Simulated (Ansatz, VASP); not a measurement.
# Two plane-wave programs on Sn

Contents of POSCAR:

```
Sn
1.0
   -1.9072830133      1.9072830133      1.8946520000
    1.9072830133     -1.9072830133      1.8946520000
    1.9072830133      1.9072830133     -1.8946520000
Sn
1
Direct
    0.0000000000      0.0000000000      0.0000000000
```

File INCAR.step1:

```
SYSTEM = Sn
PREC     = Accurate       ! precision mode
ENCUT    = 520            ! plane-wave cutoff, eV
ISMEAR   = -1             ! smearing method
SIGMA    = 0.05           ! smearing width, eV
LREAL    = .False.        ! projectors in reciprocal space
LASPH    = .True.         ! aspherical terms in the spheres
NELM     = 100            ! most SCF steps
NBANDS   = 13             ! bands
GGA      = PE             ! functional
ALGO     = Normal         ! electronic algorithm
EDIFF    = 1E-4           ! SCF threshold, eV
LWAVE    = .True.         ! write WAVECAR
LCHARG   = .False.        ! write CHGCAR
```

Contents of INCAR.step2:

```
SYSTEM = Sn
PREC     = Accurate       ! precision mode
ENCUT    = 520            ! plane-wave cutoff, eV
EDIFF    = 1E-6           ! SCF threshold, eV
ISMEAR   = -1             ! smearing method
SIGMA    = 0.05           ! smearing width, eV
LREAL    = .False.        ! projectors in reciprocal space
LASPH    = .True.         ! aspherical terms in the spheres
NELM     = 100            ! most SCF steps
ALGO     = Normal         ! electronic algorithm
ISIF     = 2              ! what is computed and relaxed
LWAVE    = .False.        ! write WAVECAR
LCHARG   = .True.         ! write CHGCAR
METAGGA  = R2SCAN         ! meta-GGA
LMIXTAU  = .True.       
LELF     = .True.         ! ELF
LVHAR    = .True.       
NBANDS   = 13             ! bands
ISTART   = 1
```

Contents of KPOINTS:

```
regular mesh
0
Gamma
  13 13 13
  0 0 0
```

Input for Ansatz:

```yaml
crystal:
  lattice:
    - [-1.9072830133333332, 1.9072830133333332, 1.894652]
    - [1.9072830133333332, -1.9072830133333332, 1.894652]
    - [1.9072830133333332, 1.9072830133333332, -1.894652]
  atoms:
    - { symbol: Sn, position: [0.0, 0.0, 0.0] }
basis:
  ecutwfc: 571.4391111657479
kpoints:
  mp_grid:
    grid: [13, 13, 13]
hamiltonian:
  xc: r2scan
scf:
  occupations:
    method: fermi_dirac
    width: 0.05
output:
  stress: true
```

Alike in both runs: task single point; functional r2SCAN; k mesh 13 × 13 × 13; occupations fermi-dirac, width 0.05 eV; no spin polarisation.

|  | VASP | Ansatz |
| --- | --- | --- |
| version | VASP 6.6.1 | Ansatz 0.2.0 |
| potentials or method | VASP PAW PBE potentials, release 64 (Sn_d), cutoff 520 eV | plane waves, PAW |
| valence electrons in the cell | 14 | 14 |

```tsv
	VASP	Ansatz	Ansatz less VASP
pressure (GPa)	-1.0	-1.0	0.00
traceless stress, the component that is largest in VASP (GPa)	-0.18	-0.18	-0.002
```

VASP's potentials were made for PBE, not for r2SCAN.
